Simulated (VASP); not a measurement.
Runs of VASP 6.6.1 on Ir. The structure is that of space group Fm-3m (No. 225), or close to it. The cells are those of the table. 

```tsv
cell	gap on the mesh (eV)	pressure (GPa)
a = 2.784, b = 2.784, c = 2.715 Å, angles 60.8, 60.8, 58.4°, 1 atom	none	-12.5
a = 2.817, b = 2.817, c = 2.783 Å, angles 60.4, 60.4, 59.2°, 1 atom	none	-26.2
a = 2.749, b = 2.749, c = 2.783 Å, angles 59.6, 59.6, 60.8°, 1 atom	none	-13.1
a = 2.817, b = 2.817, c = 2.851 Å, angles 59.6, 59.6, 60.8°, 1 atom	none	(a)
```

Alike in all rows: task single point; level r2SCAN; potentials or basis VASP PAW PBE potentials, release 64 (Ir); no spin polarisation; k mesh 22 × 22 × 22; cutoff (eV) 520; smearing gaussian 0.15 eV.

**Question.** Estimate the missing entries.

**Answer.** (a) -31.4.

Caveats: the PAW data sets were made with another functional, which shifts forces and pressure a little; spin-orbit coupling is left out, which moves the levels of the heavy elements; the stress differs along the axes, from -24 to -7 GPa (at least some runs); the stress differs along the axes, from -31 to -24 GPa (at least some runs); the stress differs along the axes, from -16 to -8 GPa (at least some runs); the stress differs along the axes, from -34 to -27 GPa (at least some runs).

A k mesh can miss the band edges, and the runs leave out spin-orbit coupling on Ir.

A gap of «none» marks levels without a gap at the run's occupations.
